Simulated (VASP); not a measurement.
# NbSb (F-43m) in VASP: a series of runs

Aim: see how the results for NbSb move with the level of theory and the settings. Levels: LDA, PBE. Tasks: single point.

Program: VASP 6.6.1. These are calculated values, not measurements. Logs are shortened: lines on timing, memory, paths and dates and some standing lists are left out, and cuts for length are marked.

**1. The cell of the first run**

The structure is cubic, space group F-43m (No. 216). The conventional cell has a = 6.294 Å, b = 6.294 Å, c = 6.294 Å, α = 90.00°, β = 90.00°, γ = 90.00°. Within 3.6 Å of Nb (site symmetry -43m) lie 4 Sb at 2.73 Å. Within 3.6 Å of Sb (site symmetry -43m) lie 4 Nb at 2.73 Å.

**2. Single point, LDA**

Contents of INCAR:

```
ALGO = Normal
EDIFF = 1E-6
ENCUT = 500
GGA_COMPAT = False
ISIF = 2
ISMEAR = 0
LASPH = True
LCHARG = False
LREAL = False
LWAVE = False
NBANDS = 16
NELM = 120
PREC = Accurate
SIGMA = 0.05
```

Contents of KPOINTS:

```
k-points
0
Gamma
  10 10 10
```

Contents of POSCAR:

```
NbSb
1.0
    0.0000000000      3.1470179345      3.1470179345
    3.1470179345      0.0000000000      3.1470179345
    3.1470179345      3.1470179345      0.0000000000
Nb Sb
1 1
Direct
    0.0000000000      0.0000000000      0.0000000000
    0.2500000000      0.2500000000      0.2500000000
```

Potentials or basis: VASP PAW LDA potentials, release 64 (Nb_sv, Sb).

The run is started by

```console
$ cat potpaw_LDA.64/Nb_sv/POTCAR potpaw_LDA.64/Sb/POTCAR > POTCAR
$ mpirun -np 1 vasp_std > vasp.out
```

OUTCAR:

```text
EDIFF = 1E-6
   ENCUT = 500
   ISIF = 2
   ISMEAR = 0
   LASPH = True
   LREAL = False
   NELM = 120
   PREC = Accurate

 ion  position               nearest neighbor table
   1  0.000  0.000  0.000-   2 2.73   2 2.73   2 2.73   2 2.73
   2  0.250  0.250  0.250-   1 2.73   1 2.73   1 2.73   1 2.73

  LATTYP: Found a face centered cubic cell.
 ALAT       =     6.2940358690

  Lattice vectors:

 A1 = (   0.0000000000,   3.1470179345,   3.1470179345)
 A2 = (   3.1470179345,   0.0000000000,   3.1470179345)
 A3 = (   3.1470179345,   3.1470179345,   0.0000000000)

Analysis of symmetry for initial positions (statically):
=====================================================================
 Subroutine PRICEL returns:
 Original cell was already a primitive cell.

 Routine SETGRP: Setting up the symmetry group for a
 face centered cubic supercell.

 Subroutine GETGRP returns: Found 24 space group operations
 (whereof 24 operations were pure point group operations)
 out of a pool of 48 trial point group operations.

The static configuration has the point symmetry T_d .

Analysis of symmetry for dynamics (positions and initial velocities):
=====================================================================
 Subroutine PRICEL returns:
 Original cell was already a primitive cell.

 Routine SETGRP: Setting up the symmetry group for a
 face centered cubic supercell.

 Subroutine GETGRP returns: Found 24 space group operations
 (whereof 24 operations were pure point group operations)
 out of a pool of 48 trial point group operations.

The dynamic configuration has the point symmetry T_d .

 Subroutine INISYM returns: Found 24 space group operations
 (whereof 24 operations are pure point group operations),
 and found     1 'primitive' translations

----------------------------------------------------------------------------------------

                                     Primitive cell

  volume of cell :      62.3344

  direct lattice vectors                    reciprocal lattice vectors
     0.000000000  3.147017935  3.147017935    -0.158880569  0.158880569  0.158880569
     3.147017935  0.000000000  3.147017935     0.158880569 -0.158880569  0.158880569
     3.147017935  3.147017935  0.000000000     0.158880569  0.158880569 -0.158880569

  length of vectors
     4.450555444  4.450555444  4.450555444     0.275189218  0.275189218  0.275189218

  position of ions in fractional coordinates (direct lattice)
     0.000000000  0.000000000  0.000000000
     0.250000000  0.250000000  0.250000000

  ion indices of the primitive-cell ions
   primitive index   ion index
                 1           1
                 2           2

----------------------------------------------------------------------------------------

 KPOINTS: k-points

Automatic generation of k-mesh.
 Grid dimensions read from file:
 generate k-points for:   10   10   10

 Generating k-lattice:

  Cartesian coordinates                     Fractional coordinates (reciprocal lattice)
    -0.015888057  0.015888057  0.015888057     0.100000000  0.000000000  0.000000000
     0.015888057 -0.015888057  0.015888057     0.000000000  0.100000000  0.000000000
     0.015888057  0.015888057 -0.015888057     0.000000000  0.000000000  0.100000000

  Length of vectors
     0.027518922  0.027518922  0.027518922

  Shift w.r.t. Gamma in fractional coordinates (k-lattice)
     0.000000000  0.000000000  0.000000000

 Subroutine IBZKPT returns following result:
 ===========================================

 Found     47 irreducible k-points:

 Following reciprocal coordinates:
            Coordinates               Weight
  0.000000  0.000000  0.000000      1.000000
  0.100000  0.000000  0.000000      8.000000
  0.200000  0.000000  0.000000      8.000000
  0.300000  0.000000  0.000000      8.000000
  0.400000  0.000000  0.000000      8.000000
  0.500000  0.000000  0.000000      4.000000
[... 16 lines left out ...]
  0.300000  0.300000  0.000000      6.000000
  0.400000  0.300000  0.000000     24.000000
 [... further k-points ...]
   k-points           NKPTS =     47   k-points in BZ     NKDIM =     47   number of bands    NBANDS=     16
   number of dos      NEDOS =    301   number of ions     NIONS =      2
   total plane-waves  NPLWV =  32768
   dimension x,y,z NGX =    32 NGY =   32 NGZ =   32
   dimension x,y,z NGXF=    64 NGYF=   64 NGZF=   64
   ions per type =               1   1
   NGX,Y,Z   is equivalent  to a cutoff of  11.95, 11.95, 11.95 a.u.
   NGXF,Y,Z  is equivalent  to a cutoff of  23.91, 23.91, 23.91 a.u.
 SYSTEM =  unknown system
   PREC   = accura    normal or accurate (medium, high low for compatibility)
   ISTART =      0    job   : 0-new  1-cont  2-samecut
   ICHARG =      2    charge: 1-file 2-atom 10-const
   ISPIN  =      1    spin polarized calculation?
   LNONCOLLINEAR =      F non collinear calculations
   LSORBIT =      F    spin-orbit coupling
   LASPH  =      T    aspherical Exc in radial PAW
   ENCUT  =  500.0 eV  36.75 Ry    6.06 a.u.   8.11  8.11  8.11*2*pi/ulx,y,z
   NELM   =    120;   NELMIN=  2; NELMDL= -5     # of ELM steps
   EDIFF  = 0.1E-05   stopping-criterion for ELM
   LREAL  =      F    real-space projection
   EDIFFG = 0.1E-04   stopping-criterion for IOM
   NSW    =      0    number of steps for IOM
   IBRION =     -1    ionic relax: 0-MD 1-quasi-New 2-CG
   NFREE  =      0    steps in history (QN), initial steepest desc. (CG)
   ISIF   =      2    stress and relaxation
   ISYM   =      2    0-nonsym 1-usesym 2-fastsym
   POTIM  = 0.5000    time-step for ionic-motion
   TEBEG  =    0.0;   TEEND  =   0.0 temperature during run
   PSTRESS=    0.0 pullay stress
   NELECT =      18.0000    total number of electrons
   NUPDOWN=      -1.0000    fix difference up-down
   EMIN   =  10.00;   EMAX   =-10.00  energy-range for DOS
   EFERMI =   0.00;   METHOD = LEGACY
   ISMEAR =     0;   SIGMA  =   0.05  broadening in eV -4-tet -1-fermi 0-gaus
   EFERMI_NEDOS =   21; number of points for ismear=-14 and -15
   IALGO  =     38    algorithm
   IMIX   =      4    mixing-type and parameters
     AMIX     =   0.40;   BMIX     =  1.00
     AMIX_MAG =   1.60;   BMIX_MAG =  1.00
  volume/ion in A,a.u.               =      31.17       210.33
  Fermi-wavevector in a.u.,A,eV,Ry     =   1.082073  2.044821 15.930808  1.170881
  Thomas-Fermi vector in A             =   2.218105
   LORBIT       =      0    0 simple, 1 ext, 2 COOP (PROOUT), +10 PAW based schemes
   GGA     = CA    functional components
   LHFCALC =     F    Hartree Fock is set to
   AEXX    =    0.0000 exact exchange contribution
   IVDW    =     0    specifies the selected vdW correction
   LEPSILON=     F    determine dielectric tensor
   LRPA    =     F    only Hartree local field effects (RPA)
 non-spin polarized calculation
 Gauss-broadening in eV      SIGMA  =   0.05
  energy-cutoff  :      500.00
  volume of cell :       62.33
 maximum number of plane-waves:      1596
   NGX = 17   NGY = 17   NGZ = 17

 number of electron      17.9999998 magnetization

 Free energy of the ion-electron system (eV)
  ---------------------------------------------------
  ext. energy  EPLUGINS =         0.00000000
  ---------------------------------------------------
  free energy    TOTEN  =       -14.01468603 eV

  energy without entropy =      -14.01046141  energy(sigma->0) =      -14.01257372

 E-fermi :   5.6529     XC(G=0):  -9.5630

 val. band max:        5.6404033268   @ k =   0.3000   0.0000   0.0000
 cond. band min:       5.6602584452   @ k =  -0.3000   0.3000   0.1000
 fundamental gap:      0.0198551184
 Fermi energy:         5.6529327431

 k-point     1 :       0.0000    0.0000    0.0000
  band No.  band energies     occupation
      1     -49.4577      2.00000
      2     -25.6849      2.00000
      3     -25.6849      2.00000
      4     -25.6849      2.00000
      5      -4.4181      2.00000
      6       3.0093      2.00000
[... 8 lines left out ...]
     15      12.1329      0.00000
     16      12.1329      0.00000

 k-point     2 :       0.1000    0.0000    0.0000
  band No.  band energies     occupation
      1     -49.4576      2.00000
      2     -25.6877      2.00000
      3     -25.6853      2.00000
      4     -25.6853      2.00000
      5      -4.3452      2.00000
      6       2.8719      2.00000
[... 8 lines left out ...]
     15      12.1220      0.00000
     16      12.3076      0.00000

 k-point     3 :       0.2000    0.0000    0.0000
  band No.  band energies     occupation
      1     -49.4572      2.00000
      2     -25.6952      2.00000
      3     -25.6865      2.00000
      4     -25.6865      2.00000
      5      -4.1459      2.00000
      6       2.5649      2.00000
[... 8 lines left out ...]
     15      12.0881      0.00000
     16      12.7281      0.00000

 k-point     4 :       0.3000    0.0000    0.0000
  band No.  band energies     occupation
      1     -49.4568      2.00000
      2     -25.7044      2.00000
      3     -25.6879      2.00000
      4     -25.6879      2.00000
      5      -3.8800      2.00000
      6       2.2630      2.00000
[... 8 lines left out ...]
     15      12.5504      0.00000
     16      13.1743      0.00000
[... 324 lines left out ...]
 k-point    22 :      -0.2000    0.2000    0.0000
  band No.  band energies     occupation
      1     -49.4566      2.00000
      2     -25.7039      2.00000
      3     -25.6926      2.00000
      4     -25.6879      2.00000
      5      -3.7883      2.00000
      6       2.3212      2.00000
[... 8 lines left out ...]
     15      11.8125      0.00000
     16      13.2576      0.00000

 k-point    23 :       0.3000    0.3000    0.0000
  band No.  band energies     occupation
      1     -49.4564      2.00000
      2     -25.7048      2.00000
      3     -25.6920      2.00000
      4     -25.6920      2.00000
      5      -3.6945      2.00000
      6       2.0072      2.00000
[... 8 lines left out ...]
     15      11.8238      0.00000
     16      14.6437      0.00000

 k-point    24 :       0.4000    0.3000    0.0000
  band No.  band energies     occupation
      1     -49.4561      2.00000
      2     -25.7093      2.00000
      3     -25.6940      2.00000
      4     -25.6933      2.00000
      5      -3.5069      2.00000
      6       1.9068      2.00000
[... 8 lines left out ...]
     15      11.9912      0.00000
     16      14.4824      0.00000

 [... further k-points ...]

------------------------ aborting loop because EDIFF is reached ----------------------------------------

  FORCE on cell =-STRESS in cart. coord.  units (eV):
  Direction    XX          YY          ZZ          XY          YZ          ZX
  --------------------------------------------------------------------------------------
  -------------------------------------------------------------------------------------
  Total       -1.6757750     -1.6757750     -1.6757750      0.0000000     -0.0000000      0.0000000
  in kB      -43.0723580    -43.0723580    -43.0723580      0.0000000     -0.0000000      0.0000000
  external PRESSURE =     -43.0723580 kB  Pullay stress =       0.0000000 kB

 VOLUME and BASIS-vectors are now :
 -----------------------------------------------------------------------------
  energy-cutoff  :      500.00
  volume of cell :       62.33
      direct lattice vectors                 reciprocal lattice vectors
     0.000000000  3.147017935  3.147017935    -0.158880569  0.158880569  0.158880569
     3.147017935  0.000000000  3.147017935     0.158880569 -0.158880569  0.158880569
     3.147017935  3.147017935  0.000000000     0.158880569  0.158880569 -0.158880569

 POSITION                                       TOTAL-FORCE (eV/Angst)
 -----------------------------------------------------------------------------------
      0.00000      0.00000      0.00000        -0.000000     -0.000000     -0.000000
      1.57351      1.57351      1.57351         0.000000      0.000000      0.000000
 -----------------------------------------------------------------------------------
    total drift:                                0.000000      0.000000      0.000000

  FREE ENERGIE OF THE ION-ELECTRON SYSTEM (eV)
  ---------------------------------------------------
  free  energy   TOTEN  =       -14.0146860340 eV

  energy  without entropy=      -14.0104614110  energy(sigma->0) =      -14.01257372
```

It took 22 s on 1 thread of Intel Xeon Platinum 8259CL at 2.50GHz (Skylake/Cascade Lake), shared host; peak memory 0.18 GiB.

What came out:

* Free energy: -14.0147 eV
* Pressure: -4.3 GPa
* Band gap on the k mesh: zero (bands 9 and 10 overlap by 0.31 eV)

Caveat: the cell stands under tension; spin-orbit coupling is left out, which moves the levels of the heavy elements.

**3. Single point, PBE (31.79 Å³/atom)**

This run uses another cell than the first one, of 31.79 Å³/atom.

Contents of INCAR:

```
ALGO = Normal
EDIFF = 1E-6
ENCUT = 500
GGA = PE
GGA_COMPAT = F
ISIF = 2
ISMEAR = 0
LASPH = T
LCHARG = T
LELF = T
LREAL = F
LVHAR = T
LWAVE = F
NBANDS = 16
NELM = 120
PREC = Accurate
SIGMA = 0.05
```

KPOINTS is that of step 2.

Contents of POSCAR:

```
NbSb
1.0
    0.0000000000      3.1678597203      3.1678597203
    3.1678597203      0.0000000000      3.1678597203
    3.1678597203      3.1678597203      0.0000000000
Nb Sb
1 1
Direct
    0.0000000000      0.0000000000      0.0000000000
    0.2500000000      0.2500000000      0.2500000000
```

Potentials or basis: VASP PAW PBE potentials, release 64 (Nb_sv, Sb).

The run is started by

```console
$ cat potpaw_PBE.64/Nb_sv/POTCAR potpaw_PBE.64/Sb/POTCAR > POTCAR
$ mpirun -np 1 vasp_std > vasp.out
```

Wall time 46 s (1 thread of Intel Xeon Platinum 8259CL at 2.50GHz (Skylake/Cascade Lake), shared host); peak memory 0.22 GiB.

Results (log left out):

* Free energy: -12.5303 eV
* Pressure: -1.4 GPa
* Band gap on the k mesh: zero (bands 9 and 10 overlap by 0.30 eV)

Levels at points of the mesh, in eV from the Fermi level:
```csv
k point,band 7,band 8,band 9,band 10,band 11,band 12
"(0.00, 0.00, 0.00)",-2.62,-2.62,0.02,0.02,2.76,4.98
"(0.50, 0.00, 0.00)",-2.32,-2.32,0.22,0.22,0.36,2.82
"(0.50, 0.50, 0.00)",-1.65,-1.65,-0.68,0.43,0.44,1.03
```

Caveat: spin-orbit coupling is left out, which moves the levels of the heavy elements.

(Continued in part 2 of 2.)
